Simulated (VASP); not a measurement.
# MgO (Fm-3m) in VASP: further runs

The runs below take MgO through single point, with PBE.

All numbers are computed with VASP 6.6.1; they aren't measurements. Logs are shortened: lines on timing, memory, paths and dates and some standing lists are left out, and cuts for length are marked.

**Experimental background.**

“Electronic structure of alkaline earth and post-transition metal oxides”, 2009, arxiv:0908.1581 quotes, for a bulk crystal of MgO: band gap 7.83 eV.

The results are compared with them further down.

### 1 The cell of the first run

The structure is cubic, space group Fm-3m (No. 225). The conventional cell has a = 4.232 Å, b = 4.232 Å, c = 4.232 Å, α = 90.00°, β = 90.00°, γ = 90.00°. Mg (site symmetry m-3m) has 6 O at 2.12 Å within 2.8 Å. Within 2.8 Å of O (site symmetry m-3m) lie 6 Mg at 2.12 Å.

### 2 Single point, PBE

Input file INCAR:

```
PREC     = Accurate       # precision mode
ENCUT    = 600            # plane-wave cutoff, eV
EDIFF    = 1E-6           # SCF threshold, eV
ISMEAR   = -1             # smearing method
SIGMA    = 0.02           # smearing width, eV
LREAL    = F              # projectors in reciprocal space
LASPH    = T              # aspherical terms in the spheres
NELM     = 120            # most SCF steps
ALGO     = Normal         # electronic algorithm
ISIF     = 2              # what is computed and relaxed
LWAVE    = F              # write WAVECAR
LCHARG   = F              # write CHGCAR
GGA      = PE             # functional
NBANDS   = 11             # bands
GGA_COMPAT= F
```

Input file KPOINTS:

```
Automatic mesh
0
Gamma
  9 9 9
```

Input file POSCAR:

```
MgO
1.0
    0.0000000000      2.1160000000      2.1160000000
    2.1160000000      0.0000000000      2.1160000000
    2.1160000000      2.1160000000      0.0000000000
Mg O
1 1
Direct
    0.0000000000      0.0000000000      0.0000000000
    0.5000000000      0.5000000000      0.5000000000
```

Potentials or basis: VASP PAW PBE potentials, release 64 (Mg, O).

Command:

```console
> cat potpaw_PBE.64/Mg/POTCAR potpaw_PBE.64/O/POTCAR > POTCAR
> mpirun -np 1 vasp_std > vasp.out
```

OUTCAR:

```text
PREC = Accurate
   ENCUT = 600
   EDIFF = 1E-6
   ISMEAR = -1
   LREAL = F
   LASPH = T
   NELM = 120
   ISIF = 2
   GGA = PE

 ion  position               nearest neighbor table
   1  0.000  0.000  0.000-   2 2.12   2 2.12   2 2.12   2 2.12   2 2.12   2 2.12
   2  0.500  0.500  0.500-   1 2.12   1 2.12   1 2.12   1 2.12   1 2.12   1 2.12

  LATTYP: Found a face centered cubic cell.
 ALAT       =     4.2320000000

  Lattice vectors:

 A1 = (   0.0000000000,   2.1160000000,   2.1160000000)
 A2 = (   2.1160000000,   0.0000000000,   2.1160000000)
 A3 = (   2.1160000000,   2.1160000000,   0.0000000000)

Analysis of symmetry for initial positions (statically):
=====================================================================
 Subroutine PRICEL returns:
 Original cell was already a primitive cell.

 Routine SETGRP: Setting up the symmetry group for a
 face centered cubic supercell.

 Subroutine GETGRP returns: Found 48 space group operations
 (whereof 48 operations were pure point group operations)
 out of a pool of 48 trial point group operations.

The static configuration has the point symmetry O_h .

Analysis of symmetry for dynamics (positions and initial velocities):
=====================================================================
 Subroutine PRICEL returns:
 Original cell was already a primitive cell.

 Routine SETGRP: Setting up the symmetry group for a
 face centered cubic supercell.

 Subroutine GETGRP returns: Found 48 space group operations
 (whereof 48 operations were pure point group operations)
 out of a pool of 48 trial point group operations.

The dynamic configuration has the point symmetry O_h .

 Subroutine INISYM returns: Found 48 space group operations
 (whereof 48 operations are pure point group operations),
 and found     1 'primitive' translations

----------------------------------------------------------------------------------------

                                     Primitive cell

  volume of cell :      18.9486

  direct lattice vectors                    reciprocal lattice vectors
     0.000000000  2.116000000  2.116000000    -0.236294896  0.236294896  0.236294896
     2.116000000  0.000000000  2.116000000     0.236294896 -0.236294896  0.236294896
     2.116000000  2.116000000  0.000000000     0.236294896  0.236294896 -0.236294896

  length of vectors
     2.992475898  2.992475898  2.992475898     0.409274765  0.409274765  0.409274765

  position of ions in fractional coordinates (direct lattice)
     0.000000000  0.000000000  0.000000000
     0.500000000  0.500000000  0.500000000

  ion indices of the primitive-cell ions
   primitive index   ion index
                 1           1
                 2           2

----------------------------------------------------------------------------------------

 KPOINTS: Automatic mesh

Automatic generation of k-mesh.
 Grid dimensions read from file:
 generate k-points for:    9    9    9

 Generating k-lattice:

  Cartesian coordinates                     Fractional coordinates (reciprocal lattice)
    -0.026254988  0.026254988  0.026254988     0.111111111  0.000000000  0.000000000
     0.026254988 -0.026254988  0.026254988     0.000000000  0.111111111  0.000000000
     0.026254988  0.026254988 -0.026254988     0.000000000  0.000000000  0.111111111

  Length of vectors
     0.045474974  0.045474974  0.045474974

  Shift w.r.t. Gamma in fractional coordinates (k-lattice)
     0.000000000  0.000000000  0.000000000

 Subroutine IBZKPT returns following result:
 ===========================================

 Found     35 irreducible k-points:

 Following reciprocal coordinates:
            Coordinates               Weight
  0.000000  0.000000  0.000000      1.000000
  0.111111  0.000000  0.000000      8.000000
  0.222222  0.000000  0.000000      8.000000
  0.333333  0.000000  0.000000      8.000000
  0.444444  0.000000  0.000000      8.000000
  0.111111  0.111111  0.000000      6.000000
[... 16 lines left out ...]
 -0.333333  0.333333  0.000000     12.000000
  0.444444  0.444444  0.000000      6.000000
 [... further k-points ...]
   k-points           NKPTS =     35   k-points in BZ     NKDIM =     35   number of bands    NBANDS=     11
   number of dos      NEDOS =    301   number of ions     NIONS =      2
   total plane-waves  NPLWV =  13824
   dimension x,y,z NGX =    24 NGY =   24 NGZ =   24
   dimension x,y,z NGXF=    48 NGYF=   48 NGZF=   48
   ions per type =               1   1
   NGX,Y,Z   is equivalent  to a cutoff of  13.33, 13.33, 13.33 a.u.
   NGXF,Y,Z  is equivalent  to a cutoff of  26.67, 26.67, 26.67 a.u.
 SYSTEM =  unknown system
   PREC   = accura    normal or accurate (medium, high low for compatibility)
   ISTART =      0    job   : 0-new  1-cont  2-samecut
   ICHARG =      2    charge: 1-file 2-atom 10-const
   ISPIN  =      1    spin polarized calculation?
   LNONCOLLINEAR =      F non collinear calculations
   LSORBIT =      F    spin-orbit coupling
   LASPH  =      T    aspherical Exc in radial PAW
   ENCUT  =  600.0 eV  44.10 Ry    6.64 a.u.   5.98  5.98  5.98*2*pi/ulx,y,z
   NELM   =    120;   NELMIN=  2; NELMDL= -5     # of ELM steps
   EDIFF  = 0.1E-05   stopping-criterion for ELM
   LREAL  =      F    real-space projection
   EDIFFG = 0.1E-04   stopping-criterion for IOM
   NSW    =      0    number of steps for IOM
   IBRION =     -1    ionic relax: 0-MD 1-quasi-New 2-CG
   NFREE  =      0    steps in history (QN), initial steepest desc. (CG)
   ISIF   =      2    stress and relaxation
   ISYM   =      2    0-nonsym 1-usesym 2-fastsym
   POTIM  = 0.5000    time-step for ionic-motion
   TEBEG  =    0.0;   TEEND  =   0.0 temperature during run
   PSTRESS=    0.0 pullay stress
   NELECT =       8.0000    total number of electrons
   NUPDOWN=      -1.0000    fix difference up-down
   EMIN   =  10.00;   EMAX   =-10.00  energy-range for DOS
   EFERMI =   0.00;   METHOD = LEGACY
   ISMEAR =    -1;   SIGMA  =   0.02  broadening in eV -4-tet -1-fermi 0-gaus
   EFERMI_NEDOS =   21; number of points for ismear=-14 and -15
   IALGO  =     38    algorithm
   IMIX   =      4    mixing-type and parameters
     AMIX     =   0.40;   BMIX     =  1.00
     AMIX_MAG =   1.60;   BMIX_MAG =  1.00
  volume/ion in A,a.u.               =       9.47        63.94
  Fermi-wavevector in a.u.,A,eV,Ry     =   1.228134  2.320837 20.521853  1.508314
  Thomas-Fermi vector in A             =   2.363071
   LORBIT       =      0    0 simple, 1 ext, 2 COOP (PROOUT), +10 PAW based schemes
   GGA     = PE    functional components
   LHFCALC =     F    Hartree Fock is set to
   AEXX    =    0.0000 exact exchange contribution
   IVDW    =     0    specifies the selected vdW correction
   LEPSILON=     F    determine dielectric tensor
   LRPA    =     F    only Hartree local field effects (RPA)
 non-spin polarized calculation
  energy-cutoff  :      600.00
  volume of cell :       18.95
 maximum number of plane-waves:       642
   NGX = 11   NGY = 11   NGZ = 11

 number of electron       8.0000005 magnetization

 Free energy of the ion-electron system (eV)
  ---------------------------------------------------
  ext. energy  EPLUGINS =         0.00000000
  ---------------------------------------------------
  free energy    TOTEN  =       -11.91379219 eV

  energy without entropy =      -11.91379219  energy(sigma->0) =      -11.91379219

 E-fermi :   3.4845     XC(G=0): -11.0113

 val. band max:        3.0795799414   @ k =   0.0000   0.0000   0.0000
 cond. band min:       7.6705152139   @ k =   0.0000   0.0000   0.0000
 fundamental gap:      4.5909352726
 Fermi energy:         3.4845094491

 k-point     1 :       0.0000    0.0000    0.0000
  band No.  band energies     occupation
      1     -14.1110      2.00000
      2       3.0796      2.00000
      3       3.0796      2.00000
      4       3.0796      2.00000
      5       7.6705      0.00000
      6      18.8013      0.00000
      7      18.8013      0.00000
      8      18.8013      0.00000
      9      22.6796      0.00000
     10      24.4388      0.00000
     11      24.4388      0.00000

 k-point     2 :       0.1111    0.0000    0.0000
  band No.  band energies     occupation
      1     -13.9845      2.00000
      2       2.3010      2.00000
      3       2.9989      2.00000
      4       2.9989      2.00000
      5       8.4246      0.00000
      6      17.3627      0.00000
      7      19.0856      0.00000
      8      19.0856      0.00000
      9      23.5790      0.00000
     10      23.5790      0.00000
     11      24.5412      0.00000

 k-point     3 :       0.2222    0.0000    0.0000
  band No.  band energies     occupation
      1     -13.6447      2.00000
      2       0.8196      2.00000
      3       2.8028      2.00000
      4       2.8028      2.00000
      5       9.7516      0.00000
      6      15.7999      0.00000
      7      19.5707      0.00000
      8      19.5707      0.00000
      9      22.9813      0.00000
     10      22.9813      0.00000
     11      25.0112      0.00000

 k-point     4 :       0.3333    0.0000    0.0000
  band No.  band energies     occupation
      1     -13.2172      2.00000
      2      -0.5459      2.00000
      3       2.5918      2.00000
      4       2.5918      2.00000
      5      10.6351      0.00000
      6      15.2805      0.00000
      7      19.5227      0.00000
      8      19.5227      0.00000
      9      23.8253      0.00000
     10      23.8253      0.00000
     11      24.2872      0.00000
[... 239 lines left out ...]
 k-point    22 :      -0.4444    0.3333    0.0000
  band No.  band energies     occupation
      1     -12.6246      2.00000
      2      -0.5441      2.00000
      3       0.7682      2.00000
      4       1.9413      2.00000
      5      12.9645      0.00000
      6      14.3672      0.00000
      7      15.6656      0.00000
      8      21.0362      0.00000
      9      21.2492      0.00000
     10      28.4576      0.00000
     11      29.8480      0.00000

 k-point    23 :      -0.3333    0.3333    0.0000
  band No.  band energies     occupation
      1     -12.6389      2.00000
      2      -0.0975      2.00000
      3       0.0617      2.00000
      4       2.0993      2.00000
      5      13.2935      0.00000
      6      15.1733      0.00000
      7      15.4126      0.00000
      8      20.6624      0.00000
      9      21.7232      0.00000
     10      26.1310      0.00000
     11      30.3620      0.00000

 k-point    24 :       0.4444    0.4444    0.0000
  band No.  band energies     occupation
      1     -12.6573      2.00000
      2      -0.8770      2.00000
      3       1.7848      2.00000
      4       1.7848      2.00000
      5      12.2851      0.00000
      6      12.8758      0.00000
      7      16.0418      0.00000
      8      21.7489      0.00000
      9      21.7489      0.00000
     10      28.3433      0.00000
     11      29.3924      0.00000

 [... further k-points ...]

------------------------ aborting loop because EDIFF is reached ----------------------------------------

  FORCE on cell =-STRESS in cart. coord.  units (eV):
  Direction    XX          YY          ZZ          XY          YZ          ZX
  --------------------------------------------------------------------------------------
  -------------------------------------------------------------------------------------
  Total        0.1636650      0.1636650      0.1636650      0.0000000      0.0000000     -0.0000000
  in kB       13.8385131     13.8385131     13.8385131      0.0000000      0.0000000     -0.0000000
  external PRESSURE =      13.8385131 kB  Pullay stress =       0.0000000 kB

 VOLUME and BASIS-vectors are now :
 -----------------------------------------------------------------------------
  energy-cutoff  :      600.00
  volume of cell :       18.95
      direct lattice vectors                 reciprocal lattice vectors
     0.000000000  2.116000000  2.116000000    -0.236294896  0.236294896  0.236294896
     2.116000000  0.000000000  2.116000000     0.236294896 -0.236294896  0.236294896
     2.116000000  2.116000000  0.000000000     0.236294896  0.236294896 -0.236294896

 POSITION                                       TOTAL-FORCE (eV/Angst)
 -----------------------------------------------------------------------------------
      0.00000      0.00000      0.00000        -0.000000     -0.000000      0.000000
      2.11600      2.11600      2.11600         0.000000      0.000000      0.000000
 -----------------------------------------------------------------------------------
    total drift:                               -0.000000     -0.000000      0.000000

  FREE ENERGIE OF THE ION-ELECTRON SYSTEM (eV)
  ---------------------------------------------------
  free  energy   TOTEN  =       -11.9137921884 eV

  energy  without entropy=      -11.9137921884  energy(sigma->0) =      -11.91379219
```

It took 3.4 s on 1 thread of Intel Xeon 6975P-C (Granite Rapids), shared host; peak memory 0.13 GiB.

What came out:

```yaml
Free_energy: -11.9138 eV
Pressure: 1.4 GPa
Band_gap_on_the_k_mesh: 4.59 eV, direct
```

[end of part 1 of 2]
